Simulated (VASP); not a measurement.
# Al (I4mm) in VASP: further runs

The runs below take Al through single point, with PBE+D3(BJ).

Everything below comes from runs of VASP 6.6.1. Logs are shortened: lines on timing, memory, paths and dates and some standing lists are left out, and cuts for length are marked.

### 1 The cell of the first run

It takes space group I4mm (No. 107, tetragonal). Conventional cell: a = 5.632 Å, b = 5.632 Å, c = 7.965 Å, α = 90.00°, β = 90.00°, γ = 90.00°. Within 3.5 Å of Al (site symmetry 4mm) lie 12 Al at 2.68 to 2.96 Å. Within 3.5 Å of Al (site symmetry m) lie 12 Al at 2.68 to 2.96 Å. Within 3.7 Å of Al (site symmetry 2mm) lie 12 Al at 2.82 Å. Within 3.8 Å of Al (site symmetry 4mm) lie 13 Al at 2.82 to 3.78 Å.

### 2 Single point, PBE+D3(BJ) (atom 1 (Al) moved -0.200 Å along Cartesian [0 1 0])

The input, INCAR:

```
SYSTEM = Al
PREC     = Accurate       ! precision mode
ENCUT    = 520            ! plane-wave cutoff, eV
EDIFF    = 1E-6           ! SCF threshold, eV
ISMEAR   = 0              ! smearing method
SIGMA    = 0.15           ! smearing width, eV
LREAL    = .FALSE.        ! projectors in reciprocal space
LASPH    = .TRUE.         ! aspherical terms in the spheres
NELM     = 100            ! most SCF steps
ALGO     = Fast           ! electronic algorithm
ISIF     = 2              ! what is computed and relaxed
LWAVE    = .FALSE.        ! write WAVECAR
LCHARG   = .FALSE.        ! write CHGCAR
GGA      = PE             ! functional
IVDW     = 12             ! dispersion correction
NBANDS   = 22             ! bands
```

The input, KPOINTS:

```
Automatic mesh
0
G
  14 14 14
  0 0 0
```

The input, POSCAR:

```
Al
1.0
   -3.9827256583      3.9827256583      0.0000000000
   -3.9827256583      0.0000000000      3.9827256583
    0.0000000000      3.9827256583      3.9827256583
Al
8
Direct
   -0.0251084329      0.0251084329     -0.0251084329
    0.5000000000      0.0000000000      0.0000000000
    0.0000000000      0.5000000000      0.0000000000
    0.0000000000      0.0000000000      0.5000000000
    0.5000000000      0.5000000000      0.0000000000
    0.5000000000      0.0000000000      0.5000000000
    0.0000000000      0.5000000000      0.5000000000
    0.5000000000      0.5000000000      0.5000000000
```

Potentials or basis: VASP PAW PBE potentials, release 64 (Al).

On the command line:

```console
$ cat potpaw_PBE.64/Al/POTCAR > POTCAR
$ mpirun -np 1 vasp_std > vasp.out
```

OUTCAR:

```text
SYSTEM = Al
   PREC = Accurate
   ENCUT = 520
   EDIFF = 1E-6
   ISMEAR = 0
   LREAL = .FALSE.
   LASPH = .TRUE.
   NELM = 100
   ISIF = 2
   GGA = PE
   IVDW = 12
 IVDW          = 12

 ion  position               nearest neighbor table
   1  0.975  0.025  0.975-   2 2.68   4 2.68   5 2.68   7 2.68   6 2.82   6 2.82   3 2.82   3 2.82
                             5 2.96   4 2.96   7 2.96   2 2.96
   2  0.500  0.000  0.000-   1 2.68   5 2.82   6 2.82   4 2.82   6 2.82   8 2.82   3 2.82   5 2.82
                             8 2.82   3 2.82   4 2.82   1 2.96
   3  0.000  0.500  0.000-   5 2.82   7 2.82   4 2.82   7 2.82   8 2.82   2 2.82   4 2.82   2 2.82
                             5 2.82   8 2.82   1 2.82   1 2.82
   4  0.000  0.000  0.500-   1 2.68   6 2.82   7 2.82   2 2.82   3 2.82   3 2.82   7 2.82   8 2.82
                             2 2.82   6 2.82   8 2.82   1 2.96
   5  0.500  0.500  0.000-   1 2.68   2 2.82   3 2.82   8 2.82   6 2.82   7 2.82   8 2.82   2 2.82
                             6 2.82   3 2.82   7 2.82   1 2.96
   6  0.500  0.000  0.500-   2 2.82   4 2.82   8 2.82   2 2.82   5 2.82   5 2.82   7 2.82   8 2.82
                             4 2.82   7 2.82   1 2.82   1 2.82
   7  0.000  0.500  0.500-   1 2.68   3 2.82   4 2.82   8 2.82   3 2.82   5 2.82   4 2.82   6 2.82
                             5 2.82   6 2.82   8 2.82   1 2.96
   8  0.500  0.500  0.500-   5 2.82   6 2.82   7 2.82   2 2.82   3 2.82   5 2.82   2 2.82   4 2.82
                             6 2.82   3 2.82   4 2.82   7 2.82

  LATTYP: Found a face centered cubic cell.
 ALAT       =     7.9654513166

  Lattice vectors:

 A1 = (  -3.9827256583,   3.9827256583,   0.0000000000)
 A2 = (  -3.9827256583,   0.0000000000,   3.9827256583)
 A3 = (   0.0000000000,   3.9827256583,   3.9827256583)

Analysis of symmetry for initial positions (statically):
=====================================================================
 Subroutine PRICEL returns:
 Original cell was already a primitive cell.

 Routine SETGRP: Setting up the symmetry group for a
 face centered cubic supercell.

 Subroutine GETGRP returns: Found  8 space group operations
 (whereof  8 operations were pure point group operations)
 out of a pool of 48 trial point group operations.

The static configuration has the point symmetry C_4v.

Analysis of symmetry for dynamics (positions and initial velocities):
=====================================================================
 Subroutine PRICEL returns:
 Original cell was already a primitive cell.

 Routine SETGRP: Setting up the symmetry group for a
 face centered cubic supercell.

 Subroutine GETGRP returns: Found  8 space group operations
[... 126 lines left out ...]
   NELECT =      24.0000    total number of electrons
   NUPDOWN=      -1.0000    fix difference up-down
   EMIN   =  10.00;   EMAX   =-10.00  energy-range for DOS
   EFERMI =   0.00;   METHOD = LEGACY
   ISMEAR =     0;   SIGMA  =   0.15  broadening in eV -4-tet -1-fermi 0-gaus
   EFERMI_NEDOS =   21; number of points for ismear=-14 and -15
   IALGO  =     68    algorithm
   IMIX   =      4    mixing-type and parameters
     AMIX     =   0.40;   BMIX     =  1.00
     AMIX_MAG =   1.60;   BMIX_MAG =  1.00
  volume/ion in A,a.u.               =      15.79       106.58
  Fermi-wavevector in a.u.,A,eV,Ry     =   0.941069  1.778363 12.049470  0.885611
  Thomas-Fermi vector in A             =   2.068543
   LORBIT       =      0    0 simple, 1 ext, 2 COOP (PROOUT), +10 PAW based schemes
   GGA     = PE    functional components
   LHFCALC =     F    Hartree Fock is set to
   AEXX    =    0.0000 exact exchange contribution
   IVDW    =    12    specifies the selected vdW correction
   LEPSILON=     F    determine dielectric tensor
   LRPA    =     F    only Hartree local field effects (RPA)
 non-spin polarized calculation
 RMM-DIIS sequential band-by-band and
 Gauss-broadening in eV      SIGMA  =   0.15
  energy-cutoff  :      520.00
  volume of cell :      126.35
 maximum number of plane-waves:      3479
 NGX is ok and might be reduce to    42
   NGX = 21   NGY = 21   NGZ = 21

 number of electron      24.0000000 magnetization

 Free energy of the ion-electron system (eV)
  ---------------------------------------------------
  ext. energy  EPLUGINS =         0.00000000
  ---------------------------------------------------
  free energy    TOTEN  =       -29.81324339 eV

  energy without entropy =      -29.77527484  energy(sigma->0) =      -29.79425912

 E-fermi :   8.4640     XC(G=0): -10.3535

 val. band max:        8.4616314951   @ k =   0.3571   0.0714   0.5000
 cond. band min:       8.4649129496   @ k =   0.4286   0.0000   0.0000
 fundamental gap:      0.0032814544
 Fermi energy:         8.4640022036

 k-point     1 :       0.0000    0.0000    0.0000
  band No.  band energies     occupation
      1      -2.9870      2.00000
      2       3.5604      2.00000
      3       3.6512      2.00000
      4       3.6512      2.00000
      5       3.6783      2.00000
      6       4.0342      2.00000
[... 589 lines left out ...]
     21      12.9539      0.00000
     22      13.7753      0.00000

 [... further k-points ...]

------------------------ aborting loop because EDIFF is reached ----------------------------------------

 Edisp (eV)   -2.81592

 E8    (eV) :    -1.2601

  FORCE on cell =-STRESS in cart. coord.  units (eV):
  Direction    XX          YY          ZZ          XY          YZ          ZX
  --------------------------------------------------------------------------------------
  -------------------------------------------------------------------------------------
  Total       0.28567     0.36835     0.28567     0.00000     0.00000    -0.00000
  in kB       3.62243     4.67088     3.62243     0.00000     0.00000    -0.00000
  external pressure =        3.97 kB  Pullay stress =        0.00 kB

 VOLUME and BASIS-vectors are now :
 -----------------------------------------------------------------------------
  energy-cutoff  :      520.00
  volume of cell :      126.35
      direct lattice vectors                 reciprocal lattice vectors
    -3.982725658  3.982725658  0.000000000    -0.125542165  0.125542165 -0.125542165
    -3.982725658  0.000000000  3.982725658    -0.125542165 -0.125542165  0.125542165
     0.000000000  3.982725658  3.982725658     0.125542165  0.125542165  0.125542165

 POSITION                                       TOTAL-FORCE (eV/Angst)
 -----------------------------------------------------------------------------------
     -3.98273      7.76545      3.98273         0.000000      1.086415      0.000000
     -1.99136      1.99136      0.00000         0.336441     -0.294519      0.000000
     -1.99136      0.00000      1.99136         0.000000      0.063595      0.000000
      0.00000      1.99136      1.99136         0.000000     -0.294519     -0.336441
     -3.98273      1.99136      1.99136         0.000000     -0.294519      0.336441
     -1.99136      3.98273      1.99136         0.000000      0.063595      0.000000
     -1.99136      1.99136      3.98273        -0.336441     -0.294519      0.000000
     -3.98273      3.98273      3.98273         0.000000     -0.035530      0.000000
 -----------------------------------------------------------------------------------
    total drift:                               -0.000000      0.000001      0.000000

  FREE ENERGIE OF THE ION-ELECTRON SYSTEM (eV)
  ---------------------------------------------------
  free  energy   TOTEN  =       -32.6291605131 eV

  energy  without entropy=      -32.5911919642  energy(sigma->0) =      -32.61017624
```

It took 6.8 min on 1 thread of AMD EPYC 9R45 (Zen 5), shared host; peak memory 0.56 GiB.

What came out:

```
Free energy                : -32.6292 eV
Pressure                   : 0.4 GPa
Largest force              : 1.086 eV/Å
Band gap on the k mesh     : zero (bands 12 and 13 overlap by 2.82 eV)
Dispersion energy per atom : -0.352 eV
```

Forces on the atoms (eV/Å):
```
Al   0.000  1.086  0.000
Al   0.336 -0.295  0.000
Al   0.000  0.064  0.000
Al   0.000 -0.295 -0.336
Al   0.000 -0.295  0.336
Al   0.000  0.064  0.000
Al  -0.336 -0.295  0.000
Al   0.000 -0.036  0.000
```

Stress tensor (GPa, compression positive):
```
0.36 0.00 0.00
0.00 0.47 0.00
0.00 0.00 0.36
```

Levels at points of the mesh, in eV from the Fermi level:
| k point | band 8 | band 9 | band 10 | band 11 | band 12 | band 13 | band 14 | band 15 | band 16 | band 17 |
| --- | --- | --- | --- | --- | --- | --- | --- | --- | --- | --- |
| (0.00, 0.00, 0.00) | -4.42 | -4.34 | -3.02 | -3.02 | -3.01 | -1.62 | -1.62 | -1.59 | 5.22 | 5.22 |
| (0.50, 0.00, 0.00) | -5.00 | -0.88 | -0.83 | -0.81 | -0.75 | -0.73 | -0.69 | 3.40 | 3.49 | 3.69 |
| (0.50, 0.50, 0.00) | -0.92 | -0.91 | -0.89 | 0.07 | 0.10 | 0.96 | 1.14 | 1.32 | 1.33 | 1.34 |
| (0.50, 0.00, 0.50) | -1.07 | -0.76 | -0.76 | 0.05 | 0.09 | 1.22 | 1.23 | 1.24 | 1.24 | 1.35 |

Caveat: the cell differs from its parent crystal (atom 1 (Al) moved -0.200 Å along Cartesian [0 1 0]); forces of over 1 eV/Å act on the atoms, so gaps and moduli don't describe the material at rest.

### 3 Single point, PBE+D3(BJ) (atom 1 (Al) moved +0.133 Å along Cartesian [0 1 0])

The input, INCAR:

```
ALGO     = Fast           # electronic algorithm
EDIFF    = 1E-6           # SCF threshold, eV
ENCUT    = 520            # plane-wave cutoff, eV
GGA      = PE             # functional
ISIF     = 2              # what is computed and relaxed
ISMEAR   = 0              # smearing method
IVDW     = 12             # dispersion correction
LASPH    = T              # aspherical terms in the spheres
LCHARG   = F              # write CHGCAR
LREAL    = F              # projectors in reciprocal space
LWAVE    = F              # write WAVECAR
NBANDS   = 22             # bands
NELM     = 100            # most SCF steps
PREC     = Accurate       # precision mode
SIGMA    = 0.15           # smearing width, eV
```

The input, KPOINTS:

```
k-points
0
Gamma
  14 14 14
```

POSCAR, as its differences from that of step 2:

```diff
@@ -8,3 +8,3 @@
 Direct
-   -0.0251084329      0.0251084329     -0.0251084329
+    0.0167347705     -0.0167347705      0.0167347705
     0.5000000000      0.0000000000      0.0000000000
```

Potentials or basis: VASP PAW PBE potentials, release 64 (Al).

On the command line:

```console
$ cat potpaw_PBE.64/Al/POTCAR > POTCAR
$ mpirun -np 1 vasp_std > vasp.out
```

OUTCAR:

```text
EDIFF = 1E-6
   ENCUT = 520
   GGA = PE
   ISIF = 2
   ISMEAR = 0
   IVDW = 12
   LASPH = T
   LREAL = F
   NELM = 100
   PREC = Accurate
 IVDW          = 12

 ion  position               nearest neighbor table
   1  0.017  0.983  0.017-   2 2.72   4 2.72   5 2.72   7 2.72   3 2.82   3 2.82   6 2.82   6 2.82
                             7 2.91   5 2.91   2 2.91   4 2.91
   2  0.500  0.000  0.000-   1 2.72   5 2.82   6 2.82   4 2.82   6 2.82   8 2.82   3 2.82   5 2.82
[... 830 lines left out ...]
  Total       0.10634     0.14468     0.10634     0.00000    -0.00000     0.00000
  in kB       1.34845     1.83462     1.34845     0.00000    -0.00000     0.00000
  external pressure =        1.51 kB  Pullay stress =        0.00 kB

 VOLUME and BASIS-vectors are now :
 -----------------------------------------------------------------------------
  energy-cutoff  :      520.00
  volume of cell :      126.35
      direct lattice vectors                 reciprocal lattice vectors
    -3.982725658  3.982725658  0.000000000    -0.125542165  0.125542165 -0.125542165
    -3.982725658  0.000000000  3.982725658    -0.125542165 -0.125542165  0.125542165
     0.000000000  3.982725658  3.982725658     0.125542165  0.125542165  0.125542165

 POSITION                                       TOTAL-FORCE (eV/Angst)
 -----------------------------------------------------------------------------------
     -3.98273      0.13330      3.98273        -0.000000     -0.715134     -0.000000
     -1.99136      1.99136      0.00000        -0.219093      0.194013     -0.000000
     -1.99136      0.00000      1.99136        -0.000000     -0.043094     -0.000000
      0.00000      1.99136      1.99136        -0.000000      0.194013      0.219093
     -3.98273      1.99136      1.99136        -0.000000      0.194013     -0.219093
     -1.99136      3.98273      1.99136        -0.000000     -0.043094     -0.000000
     -1.99136      1.99136      3.98273         0.219093      0.194013     -0.000000
     -3.98273      3.98273      3.98273        -0.000000      0.025272     -0.000000
 -----------------------------------------------------------------------------------
    total drift:                                0.000000      0.000001     -0.000000

  FREE ENERGIE OF THE ION-ELECTRON SYSTEM (eV)
  ---------------------------------------------------
  free  energy   TOTEN  =       -32.6891680260 eV

  energy  without entropy=      -32.6512987400  energy(sigma->0) =      -32.67023338
```

OSZICAR:

```text
N       E                     dE             d eps       ncg     rms          rms(c)
DAV:   1     0.232256662628E+02    0.23226E+02   -0.84269E+03 10744   0.861E+02
DAV:   2    -0.280384206793E+02   -0.51264E+02   -0.48879E+02 13248   0.118E+02
DAV:   3    -0.300527856031E+02   -0.20144E+01   -0.19815E+01 14026   0.191E+01
DAV:   4    -0.300709603411E+02   -0.18175E-01   -0.18162E-01 12604   0.213E+00
DAV:   5    -0.300711500660E+02   -0.18972E-03   -0.18972E-03 13396   0.245E-01    0.393E+00
RMM:   6    -0.299528170648E+02    0.11833E+00   -0.21974E-02 10768   0.609E-01    0.230E+00
RMM:   7    -0.298746845960E+02    0.78132E-01   -0.34525E-02 11562   0.856E-01    0.272E-01
RMM:   8    -0.298732867553E+02    0.13978E-02   -0.20919E-03 11837   0.254E-01    0.175E-01
RMM:   9    -0.298732582735E+02    0.28482E-04   -0.37602E-04 12466   0.109E-01    0.146E-02
RMM:  10    -0.298732572128E+02    0.10607E-05   -0.80314E-05 12559   0.571E-02    0.235E-02
RMM:  11    -0.298732589322E+02   -0.17193E-05   -0.21210E-05 12758   0.260E-02    0.761E-03
RMM:  12    -0.298732562911E+02    0.26411E-05   -0.50332E-06 11338   0.143E-02    0.112E-02
RMM:  13    -0.298732561325E+02    0.15864E-06   -0.13196E-06  7519   0.658E-03
   1 F= -.32689168E+02 E0= -.32670233E+02  d E =-.378693E-01
```

stdout:

```text
POSCAR found type information on POSCAR Al
 POSCAR found :  1 types and       8 ions
 scaLAPACK will be used
 LDA part: xc-table for (Slater+PW92), standard interpolation
 POSCAR, INCAR and KPOINTS ok, starting setup
 FFT: planning ... GRIDC
 FFT: planning ... GRID_SOFT
 FFT: planning ... GRID
 WAVECAR not read
 entering main loop
```

Run time: 7.6 min. Hardware: 1 thread of AMD EPYC 9R45 (Zen 5), shared host; peak memory 0.56 GiB.

Results:

```yaml
Free_energy: -32.6892 eV
Pressure: 0.2 GPa
Largest_force: 0.715 eV/Å
Band_gap_on_the_k_mesh: zero (bands 12 and 13 overlap by 2.83 eV)
Dispersion_energy_per_atom: -0.352 eV
```

Forces in eV/Å, atoms in the order of the input:
```
Al   0.000 -0.715  0.000
Al  -0.219  0.194  0.000
Al   0.000 -0.043  0.000
Al   0.000  0.194  0.219
Al   0.000  0.194 -0.219
Al   0.000 -0.043  0.000
Al   0.219  0.194  0.000
Al   0.000  0.025  0.000
```

Levels at points of the mesh, in eV from the Fermi level:
```csv
k point,band 10,band 11,band 12,band 13,band 14,band 15
"(0.00, 0.00, 0.00)",-3.03,-3.03,-3.02,-1.62,-1.62,-1.60
"(0.50, 0.00, 0.00)",-0.81,-0.80,-0.76,-0.75,-0.72,3.46
"(0.50, 0.50, 0.00)",-0.90,0.08,0.09,1.05,1.17,1.29
"(0.50, 0.00, 0.50)",-0.80,0.07,0.09,1.23,1.23,1.24
```

Caveat: the cell differs from its parent crystal (atom 1 (Al) moved +0.133 Å along Cartesian [0 1 0]).
